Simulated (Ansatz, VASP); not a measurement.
# LaSc2F: VASP beside Ansatz

INCAR

```
SYSTEM = LaSc2F
PREC = Accurate
ENCUT = 600
EDIFF = 1E-6
ISMEAR = 0
SIGMA = 0.1
LREAL = .False.
LASPH = .True.
NELM = 80
ALGO = Normal
ISIF = 3
LWAVE = .False.
LCHARG = .False.
GGA = PE
IBRION = 2
NSW = 90
EDIFFG = -0.04
```

The input KPOINTS:

```
regular mesh
0
Gamma
  4 4 4
  0 0 0
```

File POSCAR:

```
LaSc2F
1.0
    3.9334405400      0.0000000000      0.0000000000
    0.0000000000      3.9334405400      0.0000000000
    0.0000000000      0.0000000000      5.3462919300
La Sc F
1 2 1
Direct
    0.5000000000      0.5000000000      0.5000000000
    0.0000000000      0.0000000000      0.5000000000
    0.5000000000      0.5000000000      0.0000000000
    0.0000000000      0.0000000000      0.0000000000
```

Input for Ansatz:

```yaml
crystal:
  lattice:
    - [3.93344054, 0.0, 0.0]
    - [0.0, 3.93344054, 0.0]
    - [0.0, 0.0, 5.34629193]
  atoms:
    - { symbol: La, position: [0.5, 0.5, 0.5] }
    - { symbol: Sc, position: [0.0, 0.0, 0.5] }
    - { symbol: Sc, position: [0.5, 0.5, 0.0] }
    - { symbol: F, position: [0.0, 0.0, 0.0] }
basis:
  ecutwfc: 420
kpoints:
  mp_grid: { grid: [4, 4, 4] }
hamiltonian:
  xc: pbe
scf:
  occupations: { method: gaussian, width: 0.1 }
  lower_state_search: "off"
output:
  forces: true
  stress: true
  eigenvalues: true
relax:
  adjacent_minimum: "off"
  f_tol: 0.04
  max_steps: 70
  cell: { stress_tol: 0.4 }
```

Change from the starting cell: species swapped into the LiNdS2 type (P4/mmm, No. 123).

Alike in both runs: task relaxation of cell and atoms; functional PBE; k mesh 4 × 4 × 4; occupations gaussian, width 0.1 eV; no spin polarisation.

|  | VASP | Ansatz |
| --- | --- | --- |
| version | VASP 6.6.1 | Ansatz 0.2.0 |
| potentials or method | VASP PAW PBE potentials, release 64 (La, Sc_sv, F), cutoff 600 eV | scalar-relativistic, plane waves, PAW |
| valence electrons in the cell | 40 | 40 |

Ansatz gave:

```
gap on the k mesh at the Fermi level, each at its own relaxed structure (eV) : none
relaxed volume (Å³/atom)                                                     : 24.39
relaxed cell length with the largest relative difference (Å)                 : 4.079
```

Task: Which values does VASP return?

Result: gap on the k mesh at the Fermi level, each at its own relaxed structure (eV): none; relaxed volume (Å³/atom): 24.57; relaxed cell length with the largest relative difference (Å): 4.090.

A gap of «none» marks a metal or a gap that the smearing closes.

The k mesh is coarse, so the values compare programs but aren't converged. Neither program's run includes spin-orbit coupling. Noted on VASP's run: the volume moved by over 15 % at a fixed basis, so the end points are rough.
